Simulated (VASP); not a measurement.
A run of VASP 6.6.1 is set up as follows.

Contents of INCAR:

```
SYSTEM = W10N
ALGO = Normal
DIPOL = 0.5 0.5 0.456
EDIFF = 1E-6
ENCUT = 520
GGA = PE
IDIPOL = 3
ISIF = 2
ISMEAR = 0
IVDW = 12
LASPH = .TRUE.
LCHARG = .TRUE.
LDIPOL = .TRUE.
LELF = .TRUE.
LREAL = Auto
LVACPOTAV = .TRUE.
LVHAR = .TRUE.
LWAVE = .FALSE.
NBANDS = 162
NELM = 100
PREC = Accurate
SIGMA = 0.1
```

The input KPOINTS:

```
k-points
0
G
  3 3 1
  0 0 0
```

File POSCAR:

```
W10N
1.0
    6.3187499463      0.0000000000      0.0000000000
    0.0000000000      6.3187499463      0.0000000000
    0.0000000000      0.0000000000     25.4187499463
W N
20 2
Direct
    0.2500000000      0.7500000000      0.3147283016
    0.2500000000      0.2500000000      0.3147283016
    0.7500000000      0.7500000000      0.3147283016
    0.7500000000      0.2500000000      0.3147283016
    0.5000000000      0.5000000000      0.3768748466
    0.5000000000      0.0000000000      0.3768748466
    0.0000000000      0.5000000000      0.3768748466
    0.0000000000      0.0000000000      0.3768748466
    0.7459476175      0.2540523825      0.4386128657
    0.7459476175      0.7459476175      0.4386128657
    0.2540523825      0.2540523825      0.4386128657
    0.2540523825      0.7459476175      0.4386128657
    0.0000000000      0.0000000000      0.4954722580
    0.0000000000      0.5000000000      0.5030270505
    0.5000000000      0.0000000000      0.5030270505
    0.5000000000      0.5000000000      0.5056793899
    0.2265984539      0.7734015461      0.5605430784
    0.2265984539      0.2265984539      0.5605430784
    0.7734015461      0.7734015461      0.5605430784
    0.7734015461      0.2265984539      0.5605430784
    0.0000000000      0.0000000000      0.6038402471
    0.0000000000      0.0000000000      0.6516475382
```

Potentials or basis: VASP PAW PBE potentials, release 64 (W_sv, N).

Run with:

```console
$ cat potpaw_PBE.64/W_sv/POTCAR potpaw_PBE.64/N/POTCAR > POTCAR
$ mpirun -np 1 vasp_std > vasp.out
```

Q: Predict the largest force.

A: 1.805 eV/Å.

Q: Predict the band gap on the k mesh.

A: Zero (bands 145 and 146 overlap by 0.23 eV).

Forces in eV/Å, atoms in the order of the input:
```
W   -0.084  0.084  1.393
W   -0.084 -0.084  1.393
W    0.084  0.084  1.393
W    0.084 -0.084  1.393
W    0.000  0.000 -1.271
W    0.000  0.000 -1.354
W    0.000  0.000 -1.354
W    0.000  0.000 -1.805
W   -0.004  0.004  0.004
W   -0.004 -0.004  0.004
W    0.004  0.004  0.004
W    0.004 -0.004  0.004
W    0.000  0.000 -0.021
W    0.000  0.000 -0.002
W    0.000  0.000 -0.002
W    0.000  0.000  0.015
W    0.028 -0.028  0.040
W    0.028  0.028  0.040
W   -0.028 -0.028  0.040
W   -0.028  0.028  0.040
N    0.000  0.000 -0.285
N    0.000  0.000  0.333
```

Caveat: the standard files for N, O and F lose accuracy on very short bonds; spin-orbit coupling is left out, which moves the levels of the heavy elements.
